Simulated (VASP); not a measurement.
# BN (P6_3/mmc) in VASP: notebook, part 3 of 3

VASP 6.6.1. Earlier steps stand in the parts before.

## 5. Relaxation of shape and atoms at fixed volume, PBE (11.23 Å³/atom)

This run uses another cell than the first one, of 11.23 Å³/atom.

Contents of INCAR:

```
SYSTEM = BN
ALGO     = Normal         ! electronic algorithm
EDIFF    = 1E-6           ! SCF threshold, eV
EDIFFG   = -0.01          ! ionic threshold
ENCUT    = 600            ! plane-wave cutoff, eV
GGA      = PE             ! functional
IBRION   = 2              ! ionic algorithm
ISIF     = 4              ! what is computed and relaxed
ISMEAR   = 0              ! smearing method
LASPH    = .True.         ! aspherical terms in the spheres
LCHARG   = .False.        ! write CHGCAR
LREAL    = .False.        ! projectors in reciprocal space
LWAVE    = .False.        ! write WAVECAR
NELM     = 80             ! most SCF steps
NSW      = 60             ! ionic steps
PREC     = Accurate       ! precision mode
SIGMA    = 0.05           ! smearing width, eV
```

Contents of KPOINTS:

```
k-points
0
Gamma
  16 16 4
  0 0 0
```

Contents of POSCAR:

```
BN
1.0
    2.4953199995      0.0000000000      0.0000000000
   -1.2476599997      2.1610105101      0.0000000000
    0.0000000000      0.0000000000      8.3307140973
B N
2 2
Direct
    0.3333333333      0.6666666667      0.2500000000
    0.6666666667      0.3333333333      0.7500000000
    0.3333333333      0.6666666667      0.7500000000
    0.6666666667      0.3333333333      0.2500000000
```

Potentials or basis: VASP PAW PBE potentials, release 64 (B, N).

Run with:

```
$ cat potpaw_PBE.64/B/POTCAR potpaw_PBE.64/N/POTCAR > POTCAR
$ mpirun -np 1 vasp_std > vasp.out
```

OUTCAR:

```text
SYSTEM = BN
   EDIFF = 1E-6
   EDIFFG = -0.01
   ENCUT = 600
   GGA = PE
   IBRION = 2
   ISIF = 4
   ISMEAR = 0
   LASPH = .True.
   LREAL = .False.
   NELM = 80
   NSW = 60
   PREC = Accurate

 ion  position               nearest neighbor table
   1  0.333  0.667  0.250-   4 1.44   4 1.44   4 1.44
   2  0.667  0.333  0.750-   3 1.44   3 1.44   3 1.44
   3  0.333  0.667  0.750-   2 1.44   2 1.44   2 1.44
   4  0.667  0.333  0.250-   1 1.44   1 1.44   1 1.44

  LATTYP: Found a hexagonal cell.
 ALAT       =     2.4953199995
 C/A-ratio  =     3.3385353778

  Lattice vectors:

 A1 = (   2.4953199995,   0.0000000000,   0.0000000000)
 A2 = (  -1.2476599997,   2.1610105101,   0.0000000000)
 A3 = (   0.0000000000,   0.0000000000,   8.3307140973)

Analysis of symmetry for initial positions (statically):
=====================================================================
 Subroutine PRICEL returns:
 Original cell was already a primitive cell.

 Routine SETGRP: Setting up the symmetry group for a
 hexagonal supercell.

 Subroutine GETGRP returns: Found 24 space group operations
 (whereof 12 operations were pure point group operations)
 out of a pool of 24 trial point group operations.

The static configuration has the point symmetry D_3d.
 The point group associated with its full space group is D_6h.

Analysis of symmetry for dynamics (positions and initial velocities):
=====================================================================
 Subroutine PRICEL returns:
 Original cell was already a primitive cell.

 Routine SETGRP: Setting up the symmetry group for a
 hexagonal supercell.

 Subroutine GETGRP returns: Found 24 space group operations
 (whereof 12 operations were pure point group operations)
 out of a pool of 24 trial point group operations.

The dynamic configuration has the point symmetry D_3d.
 The point group associated with its full space group is D_6h.

 Subroutine INISYM returns: Found 24 space group operations
 (whereof 12 operations are pure point group operations),
 and found     1 'primitive' translations

----------------------------------------------------------------------------------------

                                     Primitive cell

  volume of cell :      44.9226

  direct lattice vectors                    reciprocal lattice vectors
     2.495319999  0.000000000  0.000000000     0.400750204  0.231373238  0.000000000
    -1.247660000  2.161010510  0.000000000     0.000000000  0.462746477  0.000000000
     0.000000000  0.000000000  8.330714097     0.000000000  0.000000000  0.120037729

  length of vectors
     2.495319999  2.495319999  8.330714097     0.462746477  0.462746477  0.120037729

  position of ions in fractional coordinates (direct lattice)
     0.333333333  0.666666667  0.250000000
[... 128 lines left out ...]
  ext. energy  EPLUGINS =         0.00000000
  ---------------------------------------------------
  free energy    TOTEN  =       -35.20167681 eV

  energy without entropy =      -35.20167681  energy(sigma->0) =      -35.20167681

------------------------ aborting loop because EDIFF is reached ----------------------------------------

  FORCE on cell =-STRESS in cart. coord.  units (eV):
  Direction    XX          YY          ZZ          XY          YZ          ZX
  --------------------------------------------------------------------------------------
  -------------------------------------------------------------------------------------
  Total        1.6430307      1.6430307     -0.0427277      0.0000000      0.0000000      0.0000000
  in kB       58.5990960     58.5990960     -1.5238938      0.0000000      0.0000000      0.0000000
  external PRESSURE =      38.5580994 kB  Pullay stress =       0.0000000 kB

 VOLUME and BASIS-vectors are now :
 -----------------------------------------------------------------------------
  energy-cutoff  :      600.00
  volume of cell :       44.92
      direct lattice vectors                 reciprocal lattice vectors
     2.495319999  0.000000000  0.000000000     0.400750204  0.231373238  0.000000000
    -1.247660000  2.161010510  0.000000000     0.000000000  0.462746477  0.000000000
     0.000000000  0.000000000  8.330714097     0.000000000  0.000000000  0.120037729

 POSITION                                       TOTAL-FORCE (eV/Angst)
 -----------------------------------------------------------------------------------
     -0.00000      1.44067      2.08268        -0.000000     -0.000000      0.000000
      1.24766      0.72034      6.24804         0.000000      0.000000      0.000000
     -0.00000      1.44067      6.24804        -0.000000     -0.000000      0.000000
      1.24766      0.72034      2.08268         0.000000      0.000000      0.000000
 -----------------------------------------------------------------------------------
    total drift:                               -0.000000      0.000000     -0.000000

  FREE ENERGIE OF THE ION-ELECTRON SYSTEM (eV)
  ---------------------------------------------------
  free  energy   TOTEN  =       -35.2016768087 eV

  energy  without entropy=      -35.2016768087  energy(sigma->0) =      -35.20167681

--------------------------------------- Ionic step        2  -------------------------------------------

 number of electron      16.0000001 magnetization

 Free energy of the ion-electron system (eV)
  ---------------------------------------------------
  ext. energy  EPLUGINS =         0.00000000
  ---------------------------------------------------
  free energy    TOTEN  =       -35.21319919 eV

  energy without entropy =      -35.21319919  energy(sigma->0) =      -35.21319919

 E-fermi :   0.9531     XC(G=0):  -8.6723

 val. band max:        0.6729792336   @ k =   0.3125   0.3125   0.0000
 cond. band min:       5.1298778269   @ k =   0.0000   0.0000   0.0000
 fundamental gap:      4.4568985933
 Fermi energy:         0.9530792155

 k-point     1 :       0.0000    0.0000    0.0000
  band No.  band energies     occupation
      1     -16.9334      2.00000
      2     -16.8863      2.00000
      3      -4.8179      2.00000
      4      -4.1553      2.00000
      5      -0.6506      2.00000
      6      -0.6506      2.00000
      7      -0.6473      2.00000
      8      -0.6473      2.00000
      9       5.1299      0.00000
     10       8.6123      0.00000
     11      10.9458      0.00000
     12      12.2040      0.00000
[... 331 lines left out ...]
 k-point    24 :       0.2500    0.1875    0.0000
  band No.  band energies     occupation
      1     -14.5024      2.00000
      2     -14.4753      2.00000
      3      -6.3445      2.00000
      4      -6.3368      2.00000
      5      -4.3722      2.00000
      6      -4.3637      2.00000
      7      -1.3907      2.00000
      8      -0.9391      2.00000
      9       7.1508      0.00000
     10       7.3061      0.00000
     11       9.4466      0.00000
     12      13.0321      0.00000

 [... further k-points ...]

------------------------ aborting loop because EDIFF is reached ----------------------------------------

  FORCE on cell =-STRESS in cart. coord.  units (eV):
  Direction    XX          YY          ZZ          XY          YZ          ZX
  --------------------------------------------------------------------------------------
  -------------------------------------------------------------------------------------
  Total       -0.0287359     -0.0287359     -0.0479945     -0.0000000     -0.0000000      0.0000000
  in kB       -1.0248738     -1.0248738     -1.7117344     -0.0000000     -0.0000000      0.0000000
  external PRESSURE =      -1.2538273 kB  Pullay stress =       0.0000000 kB

 VOLUME and BASIS-vectors are now :
 -----------------------------------------------------------------------------
  energy-cutoff  :      600.00
  volume of cell :       44.92
      direct lattice vectors                 reciprocal lattice vectors
     2.512347004  0.000000000  0.000000000     0.398034188  0.229805146  0.000000000
    -1.256173502  2.175756329 -0.000000000    -0.000000000  0.459610291  0.000000000
     0.000000000  0.000000000  8.218176748    -0.000000000  0.000000000  0.121681491

 POSITION                                       TOTAL-FORCE (eV/Angst)
 -----------------------------------------------------------------------------------
     -0.00000      1.45050      2.05454         0.000000     -0.000000      0.000000
      1.25617      0.72525      6.16363        -0.000000      0.000000      0.000000
     -0.00000      1.45050      6.16363         0.000000      0.000000      0.000000
      1.25617      0.72525      2.05454         0.000000     -0.000000      0.000000
 -----------------------------------------------------------------------------------
    total drift:                               -0.000000      0.000000     -0.000000

  FREE ENERGIE OF THE ION-ELECTRON SYSTEM (eV)
  ---------------------------------------------------
  free  energy   TOTEN  =       -35.2131991874 eV

  energy  without entropy=      -35.2131991874  energy(sigma->0) =      -35.21319919

 reached required accuracy - stopping structural energy minimisation
```

Run time: 85 s. Hardware: 1 thread of Intel Xeon 8259CL, shared host; peak memory 0.2 GiB.

What came out:

| Item | Value |
| --- | --- |
| Free energy | -35.2132 eV |
| Energy gained by relaxing | 2.9 meV/atom |
| Ionic steps | 2 |
| Pressure after relaxing | -0.1 GPa |
| Band gap on the k mesh | 4.46 eV (least direct gap 4.73 eV) |

The path:
```tsv
step	energy change (eV)	largest force (eV/Å)	pressure (GPa)	volume (Å³)
1	0.0000	0.0000	3.86	44.92
2	-0.0115	0.0000	-0.13	44.92
```

Final structure:
```yaml
crystal:
  lattice:
    - [2.51235, 0.00000, 0.00000]
    - [-1.25617, 2.17576, 0.00000]
    - [0.00000, 0.00000, 8.21818]
  atoms:
    - { symbol: B, position: [0.33333, 0.66667, 0.25000] }
    - { symbol: B, position: [0.66667, 0.33333, 0.75000] }
    - { symbol: N, position: [0.33333, 0.66667, 0.75000] }
    - { symbol: N, position: [0.66667, 0.33333, 0.25000] }
```

Caveat: this functional lacks dispersion, which binds the layers, so the pressure and a relaxed spacing across them are unreliable.

## 6. Relaxation of cell and atoms, PBE

This run uses another cell than the first one, of 11.46 Å³/atom.

Contents of INCAR:

```
SYSTEM = BN
ALGO = Normal
EDIFF = 1E-6
EDIFFG = -0.01
ENCUT = 600
GGA = PE
IBRION = 2
ISIF = 3
ISMEAR = 0
LASPH = .True.
LCHARG = .False.
LREAL = .False.
LWAVE = .False.
NELM = 100
NSW = 50
PREC = Accurate
SIGMA = 0.05
```

KPOINTS is that of step 5.

Contents of POSCAR:

```
BN
1.0
    2.5121807812      0.0000000000      0.0000000000
   -1.2560903906      2.1756123754      0.0000000000
    0.0000000000      0.0000000000      8.3870044136
B N
2 2
Direct
    0.3333333333      0.6666666667      0.2500000000
    0.6666666667      0.3333333333      0.7500000000
    0.3333333333      0.6666666667      0.7500000000
    0.6666666667      0.3333333333      0.2500000000
```

Potentials or basis: VASP PAW PBE potentials, release 64 (B, N).

Run with:

```
$ cat potpaw_PBE.64/B/POTCAR potpaw_PBE.64/N/POTCAR > POTCAR
$ mpirun -np 1 vasp_std > vasp.out
```

Run time: 5.8 min. Hardware: 1 thread of Intel Xeon 8259CL, shared host; peak memory 0.21 GiB.

It converged, with:

| Quantity | Value |
| --- | --- |
| Free energy | -35.2158 eV |
| Relaxed volume | 10.59 Å³/atom |
| Relaxed cell | a = 2.512 Å, b = 2.512 Å, c = 7.749 Å, α = 90.00°, β = 90.00°, γ = 120.00° |
| Space group after relaxing (to 0.1 Å) | P6_3/mmc (No. 194) |
| Energy gained by relaxing | 0.5 meV/atom |
| Ionic steps | 15 |
| Pressure after relaxing | 0.1 GPa |
| Band gap on the k mesh | 4.50 eV (least direct gap 4.72 eV) |

Step by step:
| step | energy change (eV) | largest force (eV/Å) | pressure (GPa) | volume (Å³) |
| --- | --- | --- | --- | --- |
| 1 | 0.0000 | 0.0000 | -0.08 | 45.84 |
| 2 | 0.0000 | 0.0000 | -0.01 | 45.80 |
| 3 | -0.0001 | 0.0000 | 0.23 | 45.68 |
| 4 | -0.0001 | 0.0000 | 0.19 | 45.71 |
| 5 | -0.0001 | 0.0000 | 0.18 | 45.70 |
| 6 | -0.0001 | 0.0000 | 0.17 | 45.69 |
| 7 | -0.0001 | 0.0000 | 0.18 | 45.67 |
| 8 | -0.0002 | 0.0000 | 0.19 | 45.61 |
| 9 | -0.0003 | 0.0000 | 0.19 | 45.51 |
| 10 | -0.0005 | 0.0000 | 0.20 | 45.30 |
| 11 | -0.0009 | 0.0000 | 0.21 | 44.87 |
| 12 | -0.0016 | 0.0000 | 0.25 | 44.03 |
| 13 | -0.0019 | 0.0000 | 0.39 | 42.34 |
| 14 | 0.0021 | 0.0000 | -2.39 | 42.34 |
| 15 | -0.0019 | 0.0000 | 0.09 | 42.34 |

Final structure:
```
CELL_PARAMETERS angstrom
2.51184 0.00000 0.00000
-1.25592 2.17532 0.00000
0.00000 0.00000 7.74945
ATOMIC_POSITIONS crystal
B 0.33333 0.66667 0.25000
B 0.66667 0.33333 0.75000
N 0.33333 0.66667 0.75000
N 0.66667 0.33333 0.25000
```

Levels at points of the mesh, in eV from the valence-band top:
| k point | band 4 | band 5 | band 6 | band 7 | band 8 | band 9 | band 10 | band 11 | band 12 |
| --- | --- | --- | --- | --- | --- | --- | --- | --- | --- |
| (0.00, 0.00, 0.00) | -4.70 | -1.34 | -1.34 | -1.33 | -1.33 | 4.59 | 8.53 | 10.90 | 11.51 |
| (0.50, 0.00, 0.00) | -8.83 | -4.11 | -4.10 | -1.09 | -0.69 | 4.50 | 5.15 | 9.42 | 9.90 |
| (0.00, 0.00, 0.50) | -5.20 | -1.34 | -1.34 | -1.34 | -1.34 | 6.17 | 6.17 | 11.53 | 11.53 |
| (0.50, 0.00, 0.50) | -8.84 | -4.11 | -4.11 | -0.89 | -0.89 | 4.76 | 4.76 | 9.73 | 9.73 |

Caveat: this functional lacks dispersion, which binds the layers, so the pressure and a relaxed spacing across them are unreliable. A hybrid or GW would open this gap; PBE tends to underestimate it.

## 7. The runs side by side

```tsv
task	cell	k mesh	cutoff (eV)	gap on the mesh (eV)	pressure (GPa)	relaxed volume (Å³/atom)
single point	a = 2.513, b = 2.513, c = 8.720 Å, angles 90.0, 90.0, 120.0°, 4 atoms	16 × 16 × 4	520	4.36	-0.1	-
single point	a = 2.512, b = 2.512, c = 8.387 Å, angles 90.0, 90.0, 120.0°, 4 atoms	16 × 16 × 6	520	4.42	0.1	-
relaxation of shape and atoms at fixed volume	relaxed from a = 2.494, b = 2.494, c = 8.167 Å, angles 90.0, 90.0, 120.0°, 4 atoms	16 × 16 × 4	600	4.50	-0.1	11.00
relaxation of shape and atoms at fixed volume	relaxed from a = 2.495, b = 2.495, c = 8.331 Å, angles 90.0, 90.0, 120.0°, 4 atoms	16 × 16 × 4	600	4.46	-0.1	11.23
relaxation of cell and atoms	relaxed from a = 2.512, b = 2.512, c = 8.387 Å, angles 90.0, 90.0, 120.0°, 4 atoms	16 × 16 × 4	600	4.50	0.1	10.59
```

Alike in all rows: level PBE; potentials or basis VASP PAW PBE potentials, release 64 (B, N); no spin polarisation; smearing gaussian 0.05 eV.

Caveats: this functional lacks dispersion, which binds the layers, so the pressure and a relaxed spacing across them are unreliable.

Total energies depend on the potentials used, so only differences within one code and one set of settings carry meaning.
